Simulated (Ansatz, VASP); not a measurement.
## Mg2Si in VASP and in Ansatz

The input POSCAR:

```
Mg2Si
1.0
    0.0000000000      3.1689705500      3.1689705500
    3.2326668580      0.0000000000      3.1689705500
    3.2326668580      3.1689705500      0.0000000000
Mg Si
2 1
Direct
    0.2500000000      0.2500000000      0.2500000000
    0.7500000000      0.7500000000      0.7500000000
    0.0000000000      0.0000000000      0.0000000000
```

File INCAR.step1:

```
SYSTEM = Mg2Si
  ALGO = Normal
  EDIFF = 1E-5
  ENCUT = 520
  GGA = PE
  GGA_COMPAT = .False.
  ISIF = 2
  ISMEAR = 0
  LASPH = .True.
  LCHARG = .False.
  LREAL = .False.
  LWAVE = .True.
  NBANDS = 11
  NELM = 120
  PREC = Accurate
  SIGMA = 0.01
```

Contents of INCAR.step2:

```
SYSTEM = Mg2Si
  ALGO = Normal
  EDIFF = 1E-6
  ENCUT = 520
  GGA = PE
  GGA_COMPAT = .False.
  HFSCREEN = 0.2079
  ISIF = 2
  ISMEAR = 0
  ISTART = 1
  LASPH = .True.
  LCHARG = .False.
  LHFCALC = .True.
  LREAL = .False.
  LWAVE = .False.
  NBANDS = 11
  NELM = 120
  PREC = Accurate
  PRECFOCK = Normal
  SIGMA = 0.01
```

The input KPOINTS:

```
k-points
0
Gamma
  6 6 6
  0 0 0
```

Input for Ansatz:

```yaml
crystal:
  lattice:
    - [0.0, 3.16897055, 3.16897055]
    - [3.232666858, 0.0, 3.16897055]
    - [3.232666858, 3.16897055, 0.0]
  atoms:
    - { symbol: Mg, position: [0.25, 0.25, 0.25] }
    - { symbol: Mg, position: [0.75, 0.75, 0.75] }
    - { symbol: Si, position: [0.0, 0.0, 0.0] }
kpoints:
  mp_grid: { grid: [6, 6, 6] }
  band_path:
    path:
      - [0.0, 0.0, 0.0]
      - [0.5, 0.0, 0.5]
      - [0.625, 0.25, 0.625]
      - [0.375, 0.375, 0.75]
      - [0.5, 0.5, 0.5]
      - [0.5, 0.25, 0.75]
    npoints: 1
hamiltonian:
  xc: hse06
scf:
  occupations: { method: fixed }
  n_extra_bands: 4
output:
  forces: true
  stress: true
  eigenvalues: true
```

Change from the starting cell: uniaxial_x strain +2.0%.

Alike in both runs: task single point; functional HSE06; k mesh 6 × 6 × 6; no spin polarisation.

```csv
,VASP,Ansatz
version,VASP 6.6.1,Ansatz 0.2.0
potentials or method,"VASP PAW PBE potentials, release 64 (Mg, Si)","plane waves, PAW"
plane-wave cutoff (eV),520,420
occupations,"gaussian, width 0.01 eV",fixed
valence electrons in the cell,8,24
```

Ansatz gave:

| Quantity | Value |
| --- | --- |
| gap on the k mesh at the Fermi level (eV) | 0.52 |
| pressure (GPa) | -1.1 |
| traceless stress, the component that is largest in VASP (GPa) | -1.33 |

Question: Which values does VASP return?

Answer: gap on the k mesh at the Fermi level (eV): 0.52; pressure (GPa): -1.4; traceless stress, the component that is largest in VASP (GPa): -1.33.

VASP's potentials hold 8 valence electrons a cell and Ansatz's 24, so a difference there can come from the potentials and not from the codes. Ansatz's warnings: stress exchange threshold loose, stress scf threshold loose.
